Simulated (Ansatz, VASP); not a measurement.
# Two plane-wave programs on Os

File INCAR:

```
PREC = Accurate
ENCUT = 520
EDIFF = 1E-7
ISMEAR = 0
SIGMA = 0.1
LREAL = F
LASPH = T
NELM = 60
ALGO = Normal
ISIF = 2
LWAVE = F
LCHARG = F
GGA = PE
NBANDS = 15
```

KPOINTS

```
regular mesh
0
Gamma
  13 13 7
```

POSCAR

```
Os
1.0
    2.7559294133      0.0000000000      0.0000000000
   -1.3779647066      2.3867048830      0.0000000000
    0.0000000000      0.0000000000      4.3426533301
Os
2
Direct
    0.3333333333      0.6666666667      0.2500000000
    0.6666666667      0.3333333333      0.7500000000
```

Input for Ansatz:

```yaml
crystal:
  lattice:
    - [2.7559294133, 0.0, 0.0]
    - [-1.3779647066, 2.386704883, 0.0]
    - [0.0, 0.0, 4.3426533301]
  atoms:
    - { symbol: Os, position: [0.3333333333, 0.6666666667, 0.25] }
    - { symbol: Os, position: [0.6666666667, 0.3333333333, 0.75] }
hamiltonian:
  xc: pbe
  pseudopotentials:
    kind: paw
    azcp:
      Os: "pseudopotentials/Os.paw.azcp"
basis:
  ecutwfc: 420
  fft_grid_basis: typed
kpoints:
  mp_grid: { grid: [13, 13, 7], shift: [0, 0, 0] }
magnetization:
  spin_polarized: false
scf:
  occupations: { method: gaussian, width: 0.1 }
  lower_state_search: "off"
output:
  stress: true
  write_density: true
  write_potential: true
  elf: true
  volumetric_format: npy
```

Alike in both runs: task single point; functional PBE; k mesh 13 × 13 × 7; occupations gaussian, width 0.1 eV; no spin polarisation.

|  | VASP | Ansatz |
| --- | --- | --- |
| version | VASP 6.6.1 | Ansatz 0.2.0 |
| potentials or method | VASP PAW PBE potentials, release 64 (Os), cutoff 520 eV | plane waves (420 eV) with PAW, scalar-relativistic |
| valence electrons in the cell | 16 | 32 |

VASP gave:

| Quantity | Value |
| --- | --- |
| pressure (GPa) | -0.4 |
| traceless stress, the component that is largest in VASP (GPa) | -0.12 |

What did Ansatz give for the same quantities?

Pressure (GPa): -0.2; traceless stress, the component that is largest in VASP (GPa): -0.04.

VASP's potentials hold 16 valence electrons a cell and Ansatz's 32, so a difference there can come from the potentials and not from the codes.

Spin-orbit coupling is off throughout.
